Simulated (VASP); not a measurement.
# YSi2Rh2 (I4/mmm) in VASP: single point with LDA

Aim: the single point of YSi2Rh2 with LDA.

All numbers are computed with VASP 6.6.1; they aren't measurements. Logs are shortened: lines on timing, memory, paths and dates and some standing lists are left out, and cuts for length are marked.

## Step 1: The cell of the first run

Symmetry: I4/mmm, No. 139, tetragonal system. The conventional cell has a = 3.984 Å, b = 3.984 Å, c = 9.847 Å, α = 90.00°, β = 90.00°, γ = 90.00°. Within 4.0 Å of Y (site symmetry 4/mmm) lie 10 Si at 3.06 to 3.72 Å and 8 Rh at 3.17 Å and 4 Y at 3.98 Å. Within 3.1 Å of Si (site symmetry 4mm) lie 4 Rh at 2.36 Å and 1 Si at 2.40 Å and 4 Y at 3.06 Å. Within 3.2 Å of Rh (site symmetry -4m2) lie 4 Si at 2.36 Å and 4 Rh at 2.82 Å and 4 Y at 3.17 Å.

## Step 2: Single point, LDA

Input file INCAR:

```
SYSTEM = YSi2Rh2
ALGO = Normal
EDIFF = 1E-6
ENCUT = 520
GGA = CA
ISIF = 2
ISMEAR = 0
LASPH = .True.
LCHARG = .True.
LELF = .True.
LREAL = .False.
LVHAR = .True.
LWAVE = .False.
NBANDS = 32
NELM = 100
PREC = Accurate
SIGMA = 0.1
```

Input file KPOINTS:

```
k-points
0
Gamma
  12 12 12
  0 0 0
```

Input file POSCAR:

```
YSi2Rh2
1.0
   -1.9921650567      1.9921650567      4.9234432115
    1.9921650567     -1.9921650567      4.9234432115
    1.9921650567      1.9921650567     -4.9234432115
Y Si Rh
1 2 2
Direct
    0.0000000000      0.0000000000      0.0000000000
    0.3781888680      0.3781888680      0.0000000000
    0.6218111320      0.6218111320      0.0000000000
    0.7500000000      0.2500000000      0.5000000000
    0.2500000000      0.7500000000      0.5000000000
```

Potentials or basis: VASP PAW LDA potentials, release 64 (Y_sv, Si, Rh_pv).

Launch:

```
> cat potpaw_LDA.64/Y_sv/POTCAR potpaw_LDA.64/Si/POTCAR potpaw_LDA.64/Rh_pv/POTCAR > POTCAR
> mpirun -np 1 vasp_std > vasp.out
```

OUTCAR:

```text
SYSTEM = YSi2Rh2
   EDIFF = 1E-6
   ENCUT = 520
   GGA = CA
   ISIF = 2
   ISMEAR = 0
   LASPH = .True.
   LREAL = .False.
   NELM = 100
   PREC = Accurate

 ion  position               nearest neighbor table
   1  0.000  0.000  0.000-   3 3.06   3 3.06   3 3.06   2 3.06   3 3.06   2 3.06   2 3.06   2 3.06
                             5 3.17   4 3.17   5 3.17   4 3.17   4 3.17   4 3.17   5 3.17   5 3.17
   2  0.378  0.378  0.000-   4 2.36   5 2.36   5 2.36   4 2.36   3 2.40   1 3.06   1 3.06   1 3.06
                             1 3.06   1 3.72
   3  0.622  0.622  0.000-   4 2.36   5 2.36   5 2.36   4 2.36   2 2.40   1 3.06   1 3.06   1 3.06
                             1 3.06   1 3.72
   4  0.750  0.250  0.500-   3 2.36   2 2.36   2 2.36   3 2.36   5 2.82   5 2.82   5 2.82   5 2.82
                             1 3.17   1 3.17   1 3.17   1 3.17
   5  0.250  0.750  0.500-   3 2.36   2 2.36   2 2.36   3 2.36   4 2.82   4 2.82   4 2.82   4 2.82
                             1 3.17   1 3.17   1 3.17   1 3.17

  LATTYP: Found a body centered tetragonal cell.
 ALAT       =     3.9843301134
 C/A-ratio  =     2.4714032579

  Lattice vectors:

 A1 = (  -1.9921650567,   1.9921650567,   4.9234432115)
 A2 = (   1.9921650567,  -1.9921650567,   4.9234432115)
 A3 = (   1.9921650567,   1.9921650567,  -4.9234432115)

Analysis of symmetry for initial positions (statically):
=====================================================================
 Subroutine PRICEL returns:
 Original cell was already a primitive cell.

 Routine SETGRP: Setting up the symmetry group for a
 body centered tetragonal supercell.

 Subroutine GETGRP returns: Found 16 space group operations
 (whereof 16 operations were pure point group operations)
 out of a pool of 16 trial point group operations.

The static configuration has the point symmetry D_4h.

Analysis of symmetry for dynamics (positions and initial velocities):
=====================================================================
 Subroutine PRICEL returns:
 Original cell was already a primitive cell.

 Routine SETGRP: Setting up the symmetry group for a
 body centered tetragonal supercell.

 Subroutine GETGRP returns: Found 16 space group operations
 (whereof 16 operations were pure point group operations)
 out of a pool of 16 trial point group operations.

The dynamic configuration has the point symmetry D_4h.

 Subroutine INISYM returns: Found 16 space group operations
 (whereof 16 operations are pure point group operations),
 and found     1 'primitive' translations

----------------------------------------------------------------------------------------

                                     Primitive cell

  volume of cell :      78.1591

  direct lattice vectors                    reciprocal lattice vectors
    -1.992165057  1.992165057  4.923443212     0.000000000  0.250983220  0.101554944
     1.992165057 -1.992165057  4.923443212     0.250983220  0.000000000  0.101554944
     1.992165057  1.992165057 -4.923443212     0.250983220  0.250983220  0.000000000

  length of vectors
     5.672542312  5.672542312  5.672542312     0.270750777  0.270750777  0.354943873

  position of ions in fractional coordinates (direct lattice)
     0.000000000  0.000000000  0.000000000
     0.378188868  0.378188868  0.000000000
     0.621811132  0.621811132  0.000000000
     0.750000000  0.250000000  0.500000000
     0.250000000  0.750000000  0.500000000

  ion indices of the primitive-cell ions
   primitive index   ion index
                 1           1
                 2           2
                 3           3
                 4           4
                 5           5

----------------------------------------------------------------------------------------

 KPOINTS: k-points

Automatic generation of k-mesh.
 Grid dimensions read from file:
 generate k-points for:   12   12   12

 Generating k-lattice:

  Cartesian coordinates                     Fractional coordinates (reciprocal lattice)
     0.000000000  0.020915268  0.008462912     0.083333333  0.000000000  0.000000000
     0.020915268  0.000000000  0.008462912     0.000000000  0.083333333  0.000000000
     0.020915268  0.020915268  0.000000000     0.000000000  0.000000000  0.083333333

  Length of vectors
     0.022562565  0.022562565  0.029578656

  Shift w.r.t. Gamma in fractional coordinates (k-lattice)
     0.000000000  0.000000000  0.000000000

 Subroutine IBZKPT returns following result:
 ===========================================

 Found    163 irreducible k-points:

 Following reciprocal coordinates:
            Coordinates               Weight
  0.000000  0.000000  0.000000      1.000000
  0.083333  0.000000  0.000000      8.000000
  0.166667  0.000000 -0.000000      8.000000
  0.250000 -0.000000  0.000000      8.000000
  0.333333 -0.000000  0.000000      8.000000
  0.416667  0.000000 -0.000000      8.000000
[... 16 lines left out ...]
  0.500000  0.166667  0.000000     16.000000
 -0.416667  0.166667  0.000000     16.000000
 [... further k-points ...]
   k-points           NKPTS =    163   k-points in BZ     NKDIM =    163   number of bands    NBANDS=     32
   number of dos      NEDOS =    301   number of ions     NIONS =      5
   total plane-waves  NPLWV =  74088
   dimension x,y,z NGX =    42 NGY =   42 NGZ =   42
   dimension x,y,z NGXF=    84 NGYF=   84 NGZF=   84
   ions per type =               1   2   2
   NGX,Y,Z   is equivalent  to a cutoff of  12.31, 12.31, 12.31 a.u.
   NGXF,Y,Z  is equivalent  to a cutoff of  24.62, 24.62, 24.62 a.u.
 SYSTEM =  YSi2Rh2
   PREC   = accura    normal or accurate (medium, high low for compatibility)
   ISTART =      0    job   : 0-new  1-cont  2-samecut
   ICHARG =      2    charge: 1-file 2-atom 10-const
   ISPIN  =      1    spin polarized calculation?
   LNONCOLLINEAR =      F non collinear calculations
   LSORBIT =      F    spin-orbit coupling
   LASPH  =      T    aspherical Exc in radial PAW
   ENCUT  =  520.0 eV  38.22 Ry    6.18 a.u.  10.55 10.55 10.55*2*pi/ulx,y,z
   NELM   =    100;   NELMIN=  2; NELMDL= -5     # of ELM steps
   EDIFF  = 0.1E-05   stopping-criterion for ELM
   LREAL  =      F    real-space projection
   EDIFFG = 0.1E-04   stopping-criterion for IOM
   NSW    =      0    number of steps for IOM
   IBRION =     -1    ionic relax: 0-MD 1-quasi-New 2-CG
   NFREE  =      0    steps in history (QN), initial steepest desc. (CG)
   ISIF   =      2    stress and relaxation
   ISYM   =      2    0-nonsym 1-usesym 2-fastsym
   POTIM  = 0.5000    time-step for ionic-motion
   TEBEG  =    0.0;   TEEND  =   0.0 temperature during run
   PSTRESS=    0.0 pullay stress
   NELECT =      49.0000    total number of electrons
   NUPDOWN=      -1.0000    fix difference up-down
   EMIN   =  10.00;   EMAX   =-10.00  energy-range for DOS
   EFERMI =   0.00;   METHOD = LEGACY
   ISMEAR =     0;   SIGMA  =   0.10  broadening in eV -4-tet -1-fermi 0-gaus
   EFERMI_NEDOS =   21; number of points for ismear=-14 and -15
   IALGO  =     38    algorithm
   IMIX   =      4    mixing-type and parameters
     AMIX     =   0.40;   BMIX     =  1.00
     AMIX_MAG =   1.60;   BMIX_MAG =  1.00
  volume/ion in A,a.u.               =      15.63       105.49
  Fermi-wavevector in a.u.,A,eV,Ry     =   1.401136  2.647763 26.710720  1.963183
  Thomas-Fermi vector in A             =   2.524027
   LORBIT       =      0    0 simple, 1 ext, 2 COOP (PROOUT), +10 PAW based schemes
   GGA     = CA    functional components
   LHFCALC =     F    Hartree Fock is set to
   AEXX    =    0.0000 exact exchange contribution
   IVDW    =     0    specifies the selected vdW correction
   LEPSILON=     F    determine dielectric tensor
   LRPA    =     F    only Hartree local field effects (RPA)
 non-spin polarized calculation
 Gauss-broadening in eV      SIGMA  =   0.10
  energy-cutoff  :      520.00
  volume of cell :       78.16
 maximum number of plane-waves:      2135
   NGX = 21   NGY = 21   NGZ = 21

 number of electron      49.0000002 magnetization

 Free energy of the ion-electron system (eV)
  ---------------------------------------------------
  ext. energy  EPLUGINS =         0.00000000
  ---------------------------------------------------
  free energy    TOTEN  =       -42.20523176 eV

  energy without entropy =      -42.19429455  energy(sigma->0) =      -42.19976315

 E-fermi :   9.1945     XC(G=0): -12.2969

 val. band max:        9.1921057713   @ k =  -0.0833   0.3333   0.0833
 cond. band min:       9.2078006271   @ k =  -0.2500  -0.4167   0.1667
 fundamental gap:      0.0156948558
 Fermi energy:         9.1945112487

 k-point     1 :       0.0000    0.0000    0.0000
  band No.  band energies     occupation
      1     -37.5376      2.00000
      2     -37.5376      2.00000
      3     -37.3244      2.00000
      4     -37.3037      2.00000
      5     -37.3037      2.00000
      6     -37.2686      2.00000
[... 24 lines left out ...]
     31      13.7149      0.00000
     32      15.1544      0.00000

 k-point     2 :       0.0833    0.0000    0.0000
  band No.  band energies     occupation
      1     -37.5340      2.00000
      2     -37.5337      2.00000
      3     -37.3234      2.00000
      4     -37.3082      2.00000
      5     -37.3078      2.00000
      6     -37.2696      2.00000
[... 24 lines left out ...]
     31      14.0524      0.00000
     32      14.6551      0.00000

 k-point     3 :       0.1667    0.0000   -0.0000
  band No.  band energies     occupation
      1     -37.5234      2.00000
      2     -37.5221      2.00000
      3     -37.3210      2.00000
      4     -37.3206      2.00000
      5     -37.3196      2.00000
      6     -37.2722      2.00000
[... 24 lines left out ...]
     31      14.1363      0.00000
     32      14.8437      0.00000

 k-point     4 :       0.2500   -0.0000    0.0000
  band No.  band energies     occupation
      1     -37.5063      2.00000
      2     -37.5037      2.00000
      3     -37.3411      2.00000
      4     -37.3384      2.00000
      5     -37.3161      2.00000
      6     -37.2766      2.00000
[... 24 lines left out ...]
     31      14.4557      0.00000
     32      14.6785      0.00000

 k-point     5 :       0.3333   -0.0000    0.0000
  band No.  band energies     occupation
      1     -37.4836      2.00000
      2     -37.4797      2.00000
      3     -37.3669      2.00000
      4     -37.3628      2.00000
      5     -37.3102      2.00000
      6     -37.2822      2.00000
[... 584 lines left out ...]
     31      14.0995      0.00000
     32      14.6204      0.00000

 k-point    22 :       0.4167    0.1667   -0.0000
  band No.  band energies     occupation
      1     -37.5203      2.00000
      2     -37.4683      2.00000
      3     -37.3805      2.00000
      4     -37.3277      2.00000
      5     -37.3024      2.00000
      6     -37.2896      2.00000
[... 24 lines left out ...]
     31      14.1355      0.00000
     32      14.5861      0.00000

 k-point    23 :       0.5000    0.1667    0.0000
  band No.  band energies     occupation
      1     -37.4971      2.00000
      2     -37.4969      2.00000
      3     -37.3518      2.00000
      4     -37.3518      2.00000
      5     -37.2961      2.00000
      6     -37.2958      2.00000
[... 24 lines left out ...]
     31      14.1058      0.00000
     32      14.4270      0.00000

 k-point    24 :      -0.4167    0.1667    0.0000
  band No.  band energies     occupation
      1     -37.5202      2.00000
      2     -37.4684      2.00000
      3     -37.3805      2.00000
      4     -37.3277      2.00000
      5     -37.3021      2.00000
      6     -37.2898      2.00000
[... 24 lines left out ...]
     31      14.1677      0.00000
     32      14.4214      0.00000

 [... further k-points ...]
[... 5 lines left out ...]
  --------------------------------------------------------------------------------------
  -------------------------------------------------------------------------------------
  Total        0.2170324      0.2170324      0.1388442      0.0000000      0.0000000      0.0000000
  in kB        4.4489308      4.4489308      2.8461563      0.0000000      0.0000000      0.0000000
  external PRESSURE =       3.9146726 kB  Pullay stress =       0.0000000 kB

 VOLUME and BASIS-vectors are now :
 -----------------------------------------------------------------------------
  energy-cutoff  :      520.00
  volume of cell :       78.16
      direct lattice vectors                 reciprocal lattice vectors
    -1.992165057  1.992165057  4.923443212     0.000000000  0.250983220  0.101554944
     1.992165057 -1.992165057  4.923443212     0.250983220  0.000000000  0.101554944
     1.992165057  1.992165057 -4.923443212     0.250983220  0.250983220  0.000000000

 POSITION                                       TOTAL-FORCE (eV/Angst)
 -----------------------------------------------------------------------------------
      0.00000      0.00000      0.00000        -0.000000     -0.000000     -0.000000
      0.00000      0.00000      3.72398         0.000000      0.000000      0.056753
      0.00000      0.00000      6.12290        -0.000000     -0.000000     -0.056753
      0.00000      1.99217      2.46172        -0.000000     -0.000000     -0.000000
      1.99217      0.00000      2.46172        -0.000000     -0.000000     -0.000000
 -----------------------------------------------------------------------------------
    total drift:                               -0.000000     -0.000000     -0.000000

  FREE ENERGIE OF THE ION-ELECTRON SYSTEM (eV)
  ---------------------------------------------------
  free  energy   TOTEN  =       -42.2052317624 eV

  energy  without entropy=      -42.1942945455  energy(sigma->0) =      -42.19976315
```

It took 6.5 min on 1 thread of Intel Xeon Platinum 8488C (Sapphire Rapids), shared host; peak memory 0.53 GiB.

Results:

```
Free energy            : -42.2052 eV
Pressure               : 0.4 GPa
Largest force          : 0.057 eV/Å
Band gap on the k mesh : zero (an odd number of electrons rules out a gap without spin polarisation)
```

Forces on the atoms (eV/Å):
```
Y    0.000  0.000  0.000
Si   0.000  0.000  0.057
Si   0.000  0.000 -0.057
Rh   0.000  0.000  0.000
Rh   0.000  0.000  0.000
```
